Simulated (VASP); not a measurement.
# TiB2 (P6/mmm) in VASP: notebook, part 2 of 3

VASP 6.6.1. The steps go on from the part before.

## Step 3: Single point, PBE

This run uses another cell than the first one, of 7.91 Å³/atom, 1.028 times its volume.

The input, INCAR:

```
PREC     = Accurate       # precision mode
ENCUT    = 520            # plane-wave cutoff, eV
EDIFF    = 1E-6           # SCF threshold, eV
ISMEAR   = 1              # smearing method
SIGMA    = 0.15           # smearing width, eV
LREAL    = False          # projectors in reciprocal space
LASPH    = True           # aspherical terms in the spheres
NELM     = 60             # most SCF steps
ALGO     = Normal         # electronic algorithm
ISIF     = 2              # what is computed and relaxed
LWAVE    = False          # write WAVECAR
LCHARG   = False          # write CHGCAR
GGA      = PE             # functional
NBANDS   = 16             # bands
```

The input, KPOINTS:

```
regular mesh
0
Gamma
  11 11 9
```

The input, POSCAR:

```
TiB2
1.0
    2.9514936899      0.0000000000      0.0000000000
   -1.4757468450      2.5560685115      0.0000000000
    0.0000000000      0.0000000000      3.1455837279
Ti B
1 2
Direct
    0.0000000000      0.0000000000      0.0000000000
    0.3333333333      0.6666666667      0.5000000000
    0.6666666667      0.3333333333      0.5000000000
```

Potentials or basis: VASP PAW PBE potentials, release 64 (Ti_sv, B).

Command:

```
$ cat potpaw_PBE.64/Ti_sv/POTCAR potpaw_PBE.64/B/POTCAR > POTCAR
$ mpirun -np 1 vasp_std > vasp.out
```

Run time: 59 s. Hardware: 1 thread of AMD EPYC 7R13, shared host; peak memory 0.13 GiB.

The run converged. Its results:

```
Free energy            : -24.2926 eV
Pressure               : 23.6 GPa
Band gap on the k mesh : zero (band 9 reaches 11.09 eV, above the bottom of band 10 at 10.58 eV)
```

Stress tensor (GPa, compression positive):
```
25.61  0.00  0.00
 0.00 25.61  0.00
 0.00  0.00 19.69
```

Levels at points of the mesh, in eV from the Fermi level:
```
           k point  band 5  band 6  band 7  band 8  band 9  band 10  band 11  band 12  band 13  band 14
(0.00, 0.00, 0.00)  -13.90   -2.74   -2.74   -2.32   -2.28     2.15     2.15     4.06     4.06     6.15
```

## Step 4: Single point, PBE

This run uses another cell than the first one, of 8.12 Å³/atom, 1.056 times its volume.

The input, INCAR:

```
SYSTEM = TiB2
  ALGO = Normal
  EDIFF = 1E-6
  ENCUT = 520
  GGA = PE
  ISIF = 2
  ISMEAR = 1
  LASPH = .True.
  LCHARG = .False.
  LREAL = .False.
  LWAVE = .False.
  NBANDS = 16
  NELM = 60
  PREC = Accurate
  SIGMA = 0.15
```

The input, KPOINTS:

```
k-points
0
Gamma
  11 11 9
  0 0 0
```

The input, POSCAR:

```
TiB2
1.0
    2.9778477066      0.0000000000      0.0000000000
   -1.4889238533      2.5788917594      0.0000000000
    0.0000000000      0.0000000000      3.1736707830
Ti B
1 2
Direct
    0.0000000000      0.0000000000      0.0000000000
    0.3333333333      0.6666666667      0.5000000000
    0.6666666667      0.3333333333      0.5000000000
```

Potentials or basis: VASP PAW PBE potentials, release 64 (Ti_sv, B).

Command:

```
$ cat potpaw_PBE.64/Ti_sv/POTCAR potpaw_PBE.64/B/POTCAR > POTCAR
$ mpirun -np 1 vasp_std > vasp.out
```

OUTCAR:

```text
SYSTEM = TiB2
   EDIFF = 1E-6
   ENCUT = 520
   GGA = PE
   ISIF = 2
   ISMEAR = 1
   LASPH = .True.
   LREAL = .False.
   NELM = 60
   PREC = Accurate

 ion  position               nearest neighbor table
   1  0.000  0.000  0.000-   2 2.34   2 2.34   3 2.34   3 2.34   2 2.34   3 2.34   2 2.34   3 2.34
                             3 2.34   3 2.34   2 2.34   2 2.34
   2  0.333  0.667  0.500-   3 1.72   3 1.72   3 1.72   1 2.34   1 2.34   1 2.34   1 2.34   1 2.34
                             1 2.34
   3  0.667  0.333  0.500-   2 1.72   2 1.72   2 1.72   1 2.34   1 2.34   1 2.34   1 2.34   1 2.34
                             1 2.34

  LATTYP: Found a hexagonal cell.
 ALAT       =     2.9778477066
 C/A-ratio  =     1.0657599366

  Lattice vectors:

 A1 = (   2.9778477066,   0.0000000000,   0.0000000000)
 A2 = (  -1.4889238533,   2.5788917594,   0.0000000000)
 A3 = (   0.0000000000,   0.0000000000,   3.1736707830)

Analysis of symmetry for initial positions (statically):
=====================================================================
 Subroutine PRICEL returns:
 Original cell was already a primitive cell.

 Routine SETGRP: Setting up the symmetry group for a
 hexagonal supercell.

 Subroutine GETGRP returns: Found 24 space group operations
 (whereof 24 operations were pure point group operations)
 out of a pool of 24 trial point group operations.

The static configuration has the point symmetry D_6h.

Analysis of symmetry for dynamics (positions and initial velocities):
=====================================================================
 Subroutine PRICEL returns:
 Original cell was already a primitive cell.

 Routine SETGRP: Setting up the symmetry group for a
 hexagonal supercell.

 Subroutine GETGRP returns: Found 24 space group operations
 (whereof 24 operations were pure point group operations)
 out of a pool of 24 trial point group operations.

The dynamic configuration has the point symmetry D_6h.

 Subroutine INISYM returns: Found 24 space group operations
 (whereof 24 operations are pure point group operations),
 and found     1 'primitive' translations

----------------------------------------------------------------------------------------

                                     Primitive cell

  volume of cell :      24.3724

  direct lattice vectors                    reciprocal lattice vectors
     2.977847707  0.000000000  0.000000000     0.335813009  0.193881732  0.000000000
    -1.488923853  2.578891759  0.000000000     0.000000000  0.387763463  0.000000000
     0.000000000  0.000000000  3.173670783     0.000000000  0.000000000  0.315092544

  length of vectors
     2.977847707  2.977847704  3.173670783     0.387763463  0.387763463  0.315092544

  position of ions in fractional coordinates (direct lattice)
     0.000000000  0.000000000  0.000000000
     0.333333333  0.666666667  0.500000000
     0.666666667  0.333333333  0.500000000

  ion indices of the primitive-cell ions
   primitive index   ion index
                 1           1
                 2           2
                 3           3

----------------------------------------------------------------------------------------

 KPOINTS: k-points

[... 24 lines left out ...]
  0.000000  0.000000  0.000000      1.000000
  0.090909  0.000000  0.000000      6.000000
  0.181818  0.000000  0.000000      6.000000
  0.272727  0.000000  0.000000      6.000000
  0.363636  0.000000  0.000000      6.000000
  0.454545  0.000000  0.000000      6.000000
[... 16 lines left out ...]
  0.090909  0.090909  0.111111     12.000000
  0.181818  0.090909  0.111111     24.000000
 [... further k-points ...]
   k-points           NKPTS =     80   k-points in BZ     NKDIM =     80   number of bands    NBANDS=     16
   number of dos      NEDOS =    301   number of ions     NIONS =      3
   total plane-waves  NPLWV =  13824
   dimension x,y,z NGX =    24 NGY =   24 NGZ =   24
   dimension x,y,z NGXF=    48 NGYF=   48 NGZF=   48
   ions per type =               1   2
   NGX,Y,Z   is equivalent  to a cutoff of  13.40, 13.40, 12.57 a.u.
   NGXF,Y,Z  is equivalent  to a cutoff of  26.80, 26.80, 25.14 a.u.
 SYSTEM =  TiB2
   PREC   = accura    normal or accurate (medium, high low for compatibility)
   ISTART =      0    job   : 0-new  1-cont  2-samecut
   ICHARG =      2    charge: 1-file 2-atom 10-const
   ISPIN  =      1    spin polarized calculation?
   LNONCOLLINEAR =      F non collinear calculations
   LSORBIT =      F    spin-orbit coupling
   LASPH  =      T    aspherical Exc in radial PAW
   ENCUT  =  520.0 eV  38.22 Ry    6.18 a.u.   5.54  5.54  5.90*2*pi/ulx,y,z
   NELM   =     60;   NELMIN=  2; NELMDL= -5     # of ELM steps
   EDIFF  = 0.1E-05   stopping-criterion for ELM
   LREAL  =      F    real-space projection
   EDIFFG = 0.1E-04   stopping-criterion for IOM
   NSW    =      0    number of steps for IOM
   IBRION =     -1    ionic relax: 0-MD 1-quasi-New 2-CG
   NFREE  =      0    steps in history (QN), initial steepest desc. (CG)
   ISIF   =      2    stress and relaxation
   ISYM   =      2    0-nonsym 1-usesym 2-fastsym
   POTIM  = 0.5000    time-step for ionic-motion
   TEBEG  =    0.0;   TEEND  =   0.0 temperature during run
   PSTRESS=    0.0 pullay stress
   NELECT =      18.0000    total number of electrons
   NUPDOWN=      -1.0000    fix difference up-down
   EMIN   =  10.00;   EMAX   =-10.00  energy-range for DOS
   EFERMI =   0.00;   METHOD = LEGACY
   ISMEAR =     1;   SIGMA  =   0.15  broadening in eV -4-tet -1-fermi 0-gaus
   EFERMI_NEDOS =   21; number of points for ismear=-14 and -15
   IALGO  =     38    algorithm
   IMIX   =      4    mixing-type and parameters
     AMIX     =   0.40;   BMIX     =  1.00
     AMIX_MAG =   1.60;   BMIX_MAG =  1.00
  volume/ion in A,a.u.               =       8.12        54.82
  Fermi-wavevector in a.u.,A,eV,Ry     =   1.479789  2.796396 29.793711  2.189776
  Thomas-Fermi vector in A             =   2.593904
   LORBIT       =      0    0 simple, 1 ext, 2 COOP (PROOUT), +10 PAW based schemes
   GGA     = PE    functional components
   LHFCALC =     F    Hartree Fock is set to
   AEXX    =    0.0000 exact exchange contribution
   IVDW    =     0    specifies the selected vdW correction
   LEPSILON=     F    determine dielectric tensor
   LRPA    =     F    only Hartree local field effects (RPA)
 non-spin polarized calculation
 Methfessel and Paxton  Order N= 1 SIGMA  =   0.15
  energy-cutoff  :      520.00
  volume of cell :       24.37
 maximum number of plane-waves:       678
 NGX is ok and might be reduce to    24
   NGX = 11   NGY = 11   NGZ = 11

 number of electron      17.9999999 magnetization

 Free energy of the ion-electron system (eV)
  ---------------------------------------------------
  ext. energy  EPLUGINS =         0.00000000
  ---------------------------------------------------
  free energy    TOTEN  =       -24.36973467 eV

  energy without entropy =      -24.36953861  energy(sigma->0) =      -24.36966932

 E-fermi :  10.5391     XC(G=0): -13.0177

 val. band max:       10.5226673057   @ k =   0.1818   0.1818   0.1111
 cond. band min:      10.5598652159   @ k =   0.0909   0.0000   0.3333
 fundamental gap:      0.0371979102
 Fermi energy:        10.5391283120

 k-point     1 :       0.0000    0.0000    0.0000
  band No.  band energies     occupation
      1     -46.2660      2.00000
      2     -22.6282      2.00000
      3     -22.2781      2.00000
      4     -22.2781      2.00000
      5      -3.2201      2.00000
      6       7.8569      2.00000
[... 433 lines left out ...]
      3     -22.4990      2.00000
      4     -22.3368      2.00000
      5      -1.9629      2.00000
      6       5.5466      2.00000
[... 8 lines left out ...]
     15      18.8969      0.00000
     16      20.0468      0.00000

 [... further k-points ...]

------------------------ aborting loop because EDIFF is reached ----------------------------------------

  FORCE on cell =-STRESS in cart. coord.  units (eV):
  Direction    XX          YY          ZZ          XY          YZ          ZX
  --------------------------------------------------------------------------------------
  -------------------------------------------------------------------------------------
  Total        2.4883762      2.4883762      1.8569980      0.0000000      0.0000000     -0.0000000
  in kB      163.5796062    163.5796058    122.0743888      0.0000000      0.0000000     -0.0000000
  external PRESSURE =     149.7445336 kB  Pullay stress =       0.0000000 kB

 VOLUME and BASIS-vectors are now :
 -----------------------------------------------------------------------------
  energy-cutoff  :      520.00
  volume of cell :       24.37
      direct lattice vectors                 reciprocal lattice vectors
     2.977847707  0.000000000  0.000000000     0.335813009  0.193881732  0.000000000
    -1.488923853  2.578891759  0.000000000     0.000000000  0.387763463  0.000000000
     0.000000000  0.000000000  3.173670783     0.000000000  0.000000000  0.315092544

 POSITION                                       TOTAL-FORCE (eV/Angst)
 -----------------------------------------------------------------------------------
      0.00000      0.00000      0.00000        -0.000000      0.000000      0.000000
     -0.00000      1.71926      1.58684        -0.000000      0.000000      0.000000
      1.48892      0.85963      1.58684         0.000000     -0.000000     -0.000000
 -----------------------------------------------------------------------------------
    total drift:                               -0.000000      0.000000      0.000000

  FREE ENERGIE OF THE ION-ELECTRON SYSTEM (eV)
  ---------------------------------------------------
  free  energy   TOTEN  =       -24.3697346728 eV

  energy  without entropy=      -24.3695386135  energy(sigma->0) =      -24.36966932
```

OSZICAR:

```text
N       E                     dE             d eps       ncg     rms          rms(c)
DAV:   1     0.125781742053E+03    0.12578E+03   -0.91374E+03  2576   0.130E+03
DAV:   2    -0.224389015680E+02   -0.14822E+03   -0.14317E+03  2840   0.349E+02
DAV:   3    -0.294634927281E+02   -0.70246E+01   -0.69738E+01  3616   0.739E+01
DAV:   4    -0.296221511197E+02   -0.15866E+00   -0.15858E+00  3216   0.100E+01
DAV:   5    -0.296264021335E+02   -0.42510E-02   -0.42509E-02  3600   0.135E+00    0.179E+01
DAV:   6    -0.243600110296E+02    0.52664E+01   -0.19809E+01  3680   0.496E+01    0.405E+00
DAV:   7    -0.243639008260E+02   -0.38898E-02   -0.96040E-01  2720   0.110E+01    0.364E+00
DAV:   8    -0.243695583136E+02   -0.56575E-02   -0.72678E-02  4104   0.220E+00    0.804E-01
DAV:   9    -0.243700716487E+02   -0.51334E-03   -0.23328E-02  3200   0.198E+00    0.231E-01
DAV:  10    -0.243697549526E+02    0.31670E-03   -0.24962E-03  3352   0.627E-01    0.745E-02
DAV:  11    -0.243697444068E+02    0.10546E-04   -0.30234E-04  3352   0.184E-01    0.692E-02
DAV:  12    -0.243697347079E+02    0.96988E-05   -0.57073E-05  3264   0.941E-02    0.103E-02
DAV:  13    -0.243697346728E+02    0.35166E-07   -0.27774E-06  3024   0.145E-02
   1 F= -.24369735E+02 E0= -.24369669E+02  d E =-.196059E-03
```

stdout:

```text
POSCAR found type information on POSCAR TiB
 POSCAR found :  2 types and       3 ions
 scaLAPACK will be used
 LDA part: xc-table for (Slater+PW92), standard interpolation
 POSCAR, INCAR and KPOINTS ok, starting setup
 FFT: planning ... GRIDC
 FFT: planning ... GRID_SOFT
 FFT: planning ... GRID
 WAVECAR not read
 entering main loop
```

It took 58 s on 1 thread of AMD EPYC 7R13, shared host; peak memory 0.13 GiB.

What came out:

```yaml
Free_energy: -24.3697 eV
Pressure: 15.0 GPa
Band_gap_on_the_k_mesh: zero (band 9 reaches 10.77 eV, above the bottom of band 10 at 10.29 eV)
```

(Part 2 of 3 ends here.)
